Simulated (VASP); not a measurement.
# MgB2 (P6/mmm) in VASP: notebook

MgB2 is run at these levels: PBE; tasks: single point.

All numbers are computed with VASP 6.6.1; they aren't measurements. Logs are shortened: lines on timing, memory, paths and dates and some standing lists are left out, and cuts for length are marked.

**1. The cell of the first run**

It takes space group P6/mmm (No. 191, hexagonal). Conventional cell: a = 3.165 Å, b = 3.165 Å, c = 3.468 Å, α = 90.00°, β = 90.00°, γ = 120.00°. Within 3.3 Å of Mg (site symmetry 6/mmm) lie 12 B at 2.52 Å and 6 Mg at 3.16 Å. B (site symmetry -6m2) has 3 B at 1.83 Å within 2.4 Å.

**2. Single point, PBE (biaxial strain in the a-b plane: +3.0 %)**

Input file INCAR:

```
  PREC = Accurate
  ENCUT = 750
  EDIFF = 1E-6
  ISMEAR = 0
  SIGMA = 0.1
  LREAL = False
  LASPH = True
  NELM = 120
  ALGO = Normal
  ISIF = 2
  LWAVE = False
  LCHARG = False
  GGA = PE
  NBANDS = 15
  GGA_COMPAT = False
```

Input file KPOINTS:

```
Automatic mesh
0
Gamma
  15 15 12
```

Input file POSCAR:

```
MgB2
1.0
    3.1649498627      0.0000000000      0.0000000000
   -1.5824749313      2.7409269828      0.0000000000
    0.0000000000      0.0000000000      3.4682571166
Mg B
1 2
Direct
    0.0000000000      0.0000000000      0.0000000000
    0.6666666667      0.3333333333      0.5000000000
    0.3333333333      0.6666666667      0.5000000000
```

Potentials or basis: VASP PAW PBE potentials, release 64 (Mg_sv, B).

Started as:

```console
> cat potpaw_PBE.64/Mg_sv/POTCAR potpaw_PBE.64/B/POTCAR > POTCAR
> mpirun -np 1 vasp_std > vasp.out
```

OUTCAR:

```text
PREC = Accurate
   ENCUT = 750
   EDIFF = 1E-6
   ISMEAR = 0
   LREAL = False
   LASPH = True
   NELM = 120
   ISIF = 2
   GGA = PE

 ion  position               nearest neighbor table
   1  0.000  0.000  0.000-
   2  0.667  0.333  0.500-   3 1.83   3 1.83   3 1.83
   3  0.333  0.667  0.500-   2 1.83   2 1.83   2 1.83

  LATTYP: Found a hexagonal cell.
 ALAT       =     3.1649498627
 C/A-ratio  =     1.0958331939

  Lattice vectors:

 A1 = (   3.1649498627,   0.0000000000,   0.0000000000)
 A2 = (  -1.5824749313,   2.7409269828,   0.0000000000)
 A3 = (   0.0000000000,   0.0000000000,   3.4682571166)

Analysis of symmetry for initial positions (statically):
=====================================================================
 Subroutine PRICEL returns:
 Original cell was already a primitive cell.

 Routine SETGRP: Setting up the symmetry group for a
 hexagonal supercell.

 Subroutine GETGRP returns: Found 24 space group operations
 (whereof 24 operations were pure point group operations)
 out of a pool of 24 trial point group operations.

The static configuration has the point symmetry D_6h.

Analysis of symmetry for dynamics (positions and initial velocities):
=====================================================================
 Subroutine PRICEL returns:
 Original cell was already a primitive cell.

 Routine SETGRP: Setting up the symmetry group for a
 hexagonal supercell.

 Subroutine GETGRP returns: Found 24 space group operations
 (whereof 24 operations were pure point group operations)
 out of a pool of 24 trial point group operations.

The dynamic configuration has the point symmetry D_6h.

 Subroutine INISYM returns: Found 24 space group operations
 (whereof 24 operations are pure point group operations),
 and found     1 'primitive' translations

----------------------------------------------------------------------------------------

                                     Primitive cell

  volume of cell :      30.0868

  direct lattice vectors                    reciprocal lattice vectors
     3.164949863  0.000000000  0.000000000     0.315960771  0.182420036  0.000000000
    -1.582474931  2.740926983  0.000000000     0.000000000  0.364840073  0.000000000
     0.000000000  0.000000000  3.468257117     0.000000000  0.000000000  0.288329258

  length of vectors
     3.164949863  3.164949863  3.468257117     0.364840073  0.364840073  0.288329258

  position of ions in fractional coordinates (direct lattice)
     0.000000000  0.000000000  0.000000000
     0.666666667  0.333333333  0.500000000
     0.333333333  0.666666667  0.500000000

  ion indices of the primitive-cell ions
   primitive index   ion index
                 1           1
                 2           2
                 3           3

----------------------------------------------------------------------------------------

 KPOINTS: Automatic mesh

Automatic generation of k-mesh.
 Grid dimensions read from file:
 generate k-points for:   15   15   12

 Generating k-lattice:

  Cartesian coordinates                     Fractional coordinates (reciprocal lattice)
     0.021064051  0.012161336  0.000000000     0.066666667 -0.000000000  0.000000000
     0.000000000  0.024322672  0.000000000     0.000000000  0.066666667  0.000000000
     0.000000000  0.000000000  0.024027438     0.000000000  0.000000000  0.083333333

  Length of vectors
     0.024322672  0.024322672  0.024027438

  Shift w.r.t. Gamma in fractional coordinates (k-lattice)
     0.000000000  0.000000000  0.000000000

 Subroutine IBZKPT returns following result:
 ===========================================

 Found    189 irreducible k-points:

 Following reciprocal coordinates:
            Coordinates               Weight
  0.000000  0.000000  0.000000      1.000000
  0.066667 -0.000000  0.000000      6.000000
  0.133333  0.000000  0.000000      6.000000
  0.200000  0.000000  0.000000      6.000000
  0.266667  0.000000  0.000000      6.000000
  0.333333  0.000000  0.000000      6.000000
[... 16 lines left out ...]
  0.333333  0.200000  0.000000     12.000000
  0.400000  0.200000  0.000000      6.000000
 [... further k-points ...]
   k-points           NKPTS =    189   k-points in BZ     NKDIM =    189   number of bands    NBANDS=     15
   number of dos      NEDOS =    301   number of ions     NIONS =      3
   total plane-waves  NPLWV =  25088
   dimension x,y,z NGX =    28 NGY =   28 NGZ =   32
   dimension x,y,z NGXF=    56 NGYF=   56 NGZF=   64
   ions per type =               1   2
   NGX,Y,Z   is equivalent  to a cutoff of  14.71, 14.71, 15.34 a.u.
   NGXF,Y,Z  is equivalent  to a cutoff of  29.42, 29.42, 30.68 a.u.
 SYSTEM =  unknown system
   PREC   = accura    normal or accurate (medium, high low for compatibility)
   ISTART =      0    job   : 0-new  1-cont  2-samecut
   ICHARG =      2    charge: 1-file 2-atom 10-const
   ISPIN  =      1    spin polarized calculation?
   LNONCOLLINEAR =      F non collinear calculations
   LSORBIT =      F    spin-orbit coupling
   LASPH  =      T    aspherical Exc in radial PAW
   ENCUT  =  750.0 eV  55.12 Ry    7.42 a.u.   7.07  7.07  7.74*2*pi/ulx,y,z
   NELM   =    120;   NELMIN=  2; NELMDL= -5     # of ELM steps
   EDIFF  = 0.1E-05   stopping-criterion for ELM
   LREAL  =      F    real-space projection
   EDIFFG = 0.1E-04   stopping-criterion for IOM
   NSW    =      0    number of steps for IOM
   IBRION =     -1    ionic relax: 0-MD 1-quasi-New 2-CG
   NFREE  =      0    steps in history (QN), initial steepest desc. (CG)
   ISIF   =      2    stress and relaxation
   ISYM   =      2    0-nonsym 1-usesym 2-fastsym
   POTIM  = 0.5000    time-step for ionic-motion
   TEBEG  =    0.0;   TEEND  =   0.0 temperature during run
   PSTRESS=    0.0 pullay stress
   NELECT =      16.0000    total number of electrons
   NUPDOWN=      -1.0000    fix difference up-down
   EMIN   =  10.00;   EMAX   =-10.00  energy-range for DOS
   EFERMI =   0.00;   METHOD = LEGACY
   ISMEAR =     0;   SIGMA  =   0.10  broadening in eV -4-tet -1-fermi 0-gaus
   EFERMI_NEDOS =   21; number of points for ismear=-14 and -15
   IALGO  =     38    algorithm
   IMIX   =      4    mixing-type and parameters
     AMIX     =   0.40;   BMIX     =  1.00
     AMIX_MAG =   1.60;   BMIX_MAG =  1.00
  volume/ion in A,a.u.               =      10.03        67.68
  Fermi-wavevector in a.u.,A,eV,Ry     =   1.326344  2.506427 23.935224  1.759189
  Thomas-Fermi vector in A             =   2.455738
   LORBIT       =      0    0 simple, 1 ext, 2 COOP (PROOUT), +10 PAW based schemes
   GGA     = PE    functional components
   LHFCALC =     F    Hartree Fock is set to
   AEXX    =    0.0000 exact exchange contribution
   IVDW    =     0    specifies the selected vdW correction
   LEPSILON=     F    determine dielectric tensor
   LRPA    =     F    only Hartree local field effects (RPA)
 non-spin polarized calculation
 Gauss-broadening in eV      SIGMA  =   0.10
  energy-cutoff  :      750.00
  volume of cell :       30.09
 maximum number of plane-waves:      1420
   NGX = 15   NGY = 15   NGZ = 15

 number of electron      15.9999997 magnetization

 Free energy of the ion-electron system (eV)
  ---------------------------------------------------
  ext. energy  EPLUGINS =         0.00000000
  ---------------------------------------------------
  free energy    TOTEN  =       -15.24860461 eV

  energy without entropy =      -15.24444943  energy(sigma->0) =      -15.24652702

 E-fermi :   4.8278     XC(G=0): -10.9832

 val. band max:        4.8255907464   @ k =   0.0667  -0.0000   0.0833
 cond. band min:       4.8497934826   @ k =   0.3333   0.2000   0.3333
 fundamental gap:      0.0242027362
 Fermi energy:         4.8278388498

 k-point     1 :       0.0000    0.0000    0.0000
  band No.  band energies     occupation
      1     -70.2964      2.00000
      2     -37.0528      2.00000
      3     -37.0528      2.00000
      4     -37.0453      2.00000
      5      -7.3306      2.00000
      6       2.4080      2.00000
      7       4.9774      0.03444
      8       4.9774      0.03444
      9       7.0873      0.00000
     10      10.5708      0.00000
     11      10.5708      0.00000
     12      11.8750      0.00000
     13      14.2263      0.00000
     14      16.6107      0.00000
     15      20.8242      0.00000

 k-point     2 :       0.0667   -0.0000    0.0000
  band No.  band energies     occupation
      1     -70.2964      2.00000
      2     -37.0542      2.00000
      3     -37.0532      2.00000
      4     -37.0453      2.00000
      5      -7.2567      2.00000
      6       2.4784      2.00000
      7       4.5775      1.99960
      8       4.7993      1.31330
      9       7.1477      0.00000
     10      10.5164      0.00000
     11      10.8961      0.00000
     12      12.0902      0.00000
     13      13.9853      0.00000
     14      16.9918      0.00000
     15      20.4022      0.00000

 k-point     3 :       0.1333    0.0000    0.0000
  band No.  band energies     occupation
      1     -70.2961      2.00000
      2     -37.0578      2.00000
      3     -37.0540      2.00000
      4     -37.0447      2.00000
      5      -7.0356      2.00000
      6       2.6884      2.00000
      7       3.5870      2.00000
      8       4.3694      2.00000
      9       7.3351      0.00000
     10      10.2482      0.00000
     11      11.7635      0.00000
     12      12.7131      0.00000
     13      13.3107      0.00000
     14      17.9971      0.00000
     15      19.5220      0.00000
[... 343 lines left out ...]
 k-point    23 :       0.3333    0.2000    0.0000
  band No.  band energies     occupation
      1     -70.2941      2.00000
      2     -37.0787      2.00000
      3     -37.0661      2.00000
      4     -37.0410      2.00000
      5      -3.8669      2.00000
      6      -1.7446      2.00000
      7       0.5020      2.00000
      8       5.5042      0.00000
      9       8.1330      0.00000
     10      10.2163      0.00000
     11      11.1238      0.00000
     12      12.7358      0.00000
     13      14.6678      0.00000
     14      16.1594      0.00000
     15      16.9493      0.00000

 k-point    24 :       0.4000    0.2000    0.0000
  band No.  band energies     occupation
      1     -70.2940      2.00000
      2     -37.0793      2.00000
      3     -37.0667      2.00000
      4     -37.0408      2.00000
      5      -3.2173      2.00000
      6      -2.4835      2.00000
      7       0.4090      2.00000
      8       5.8632      0.00000
      9       7.7001      0.00000
     10      10.6822      0.00000
     11      10.8242      0.00000
     12      12.6480      0.00000
     13      14.5255      0.00000
     14      16.4023      0.00000
     15      17.4567      0.00000

 [... further k-points ...]

------------------------ aborting loop because EDIFF is reached ----------------------------------------

  FORCE on cell =-STRESS in cart. coord.  units (eV):
  Direction    XX          YY          ZZ          XY          YZ          ZX
  --------------------------------------------------------------------------------------
  -------------------------------------------------------------------------------------
  Total       -2.3000117     -2.3000117      0.2350448     -0.0000000      0.0000000      0.0000000
  in kB     -122.4799607   -122.4799607     12.5165766     -0.0000000      0.0000000      0.0000000
  external PRESSURE =     -77.4811149 kB  Pullay stress =       0.0000000 kB

 VOLUME and BASIS-vectors are now :
 -----------------------------------------------------------------------------
  energy-cutoff  :      750.00
  volume of cell :       30.09
      direct lattice vectors                 reciprocal lattice vectors
     3.164949863  0.000000000  0.000000000     0.315960771  0.182420036  0.000000000
    -1.582474931  2.740926983  0.000000000     0.000000000  0.364840073  0.000000000
     0.000000000  0.000000000  3.468257117     0.000000000  0.000000000  0.288329258

 POSITION                                       TOTAL-FORCE (eV/Angst)
 -----------------------------------------------------------------------------------
      0.00000      0.00000      0.00000         0.000000      0.000000      0.000000
      1.58247      0.91364      1.73413         0.000000      0.000000     -0.000000
     -0.00000      1.82728      1.73413        -0.000000     -0.000000      0.000000
 -----------------------------------------------------------------------------------
    total drift:                               -0.000000      0.000000      0.000000

  FREE ENERGIE OF THE ION-ELECTRON SYSTEM (eV)
  ---------------------------------------------------
  free  energy   TOTEN  =       -15.2486046126 eV

  energy  without entropy=      -15.2444494321  energy(sigma->0) =      -15.24652702
```

Run time: 92 s. Hardware: 1 thread of AMD EPYC 7R43 (Zen 3), shared host; peak memory 0.23 GiB.

Results:

- Free energy: -15.2486 eV
- Pressure: -7.7 GPa
- Band gap on the k mesh: zero (bands 8 and 9 overlap by 3.97 eV)

Stress tensor (GPa, compression positive):
```
-12.25   0.00   0.00
  0.00 -12.25   0.00
  0.00   0.00   1.25
```

Levels at points of the mesh, in eV from the Fermi level:
| k point | band 6 | band 7 | band 8 | band 9 | band 10 | band 11 |
| --- | --- | --- | --- | --- | --- | --- |
| (0.00, 0.00, 0.00) | -2.42 | 0.15 | 0.15 | 2.26 | 5.74 | 5.74 |
| (0.00, 0.00, 0.50) | -7.11 | 0.59 | 0.59 | 6.17 | 6.17 | 7.28 |

Caveat: the cell differs from its parent crystal (biaxial strain in the a-b plane: +3.0 %); the cell stands under tension.

**3. Single point, PBE (biaxial strain in the a-b plane: -1.5 %)**

Input file INCAR:

```
PREC = Accurate
ENCUT = 750
EDIFF = 1E-6
ISMEAR = 0
SIGMA = 0.1
LREAL = F
LASPH = T
NELM = 120
ALGO = Normal
ISIF = 2
LWAVE = F
LCHARG = F
GGA = PE
NBANDS = 15
GGA_COMPAT = F
```

Input file KPOINTS:

```
regular mesh
0
Gamma
  15 15 12
```

Input file POSCAR:

```
MgB2
1.0
    3.0266753541      0.0000000000      0.0000000000
   -1.5133376771      2.6211777457      0.0000000000
    0.0000000000      0.0000000000      3.5636165281
Mg B
1 2
Direct
    0.0000000000      0.0000000000      0.0000000000
    0.6666666667      0.3333333333      0.5000000000
    0.3333333333      0.6666666667      0.5000000000
```

Potentials or basis: VASP PAW PBE potentials, release 64 (Mg_sv, B).

Started as:

```console
> cat potpaw_PBE.64/Mg_sv/POTCAR potpaw_PBE.64/B/POTCAR > POTCAR
> mpirun -np 1 vasp_std > vasp.out
```

Wall time 2.5 min (1 thread of Intel Xeon Platinum 8375C at 2.90GHz (Ice Lake), shared host); peak memory 0.25 GiB.

Results (log left out):

- Free energy: -15.2950 eV
- Pressure: 4.2 GPa
- Band gap on the k mesh: zero (bands 8 and 9 overlap by 3.66 eV)

Stress tensor (GPa, compression positive):
```
 7.40  0.00  0.00
 0.00  7.40  0.00
 0.00  0.00 -2.33
```

Levels at points of the mesh, in eV from the Fermi level:
```
           k point  band 6  band 7  band 8  band 9  band 10  band 11
(0.00, 0.00, 0.00)   -3.33    0.50    0.50    1.19     6.70     6.70
(0.00, 0.00, 0.50)   -7.67    0.83    0.83    6.97     6.97     8.43
```

Caveat: the cell differs from its parent crystal (biaxial strain in the a-b plane: -1.5 %); the cell stands under pressure.
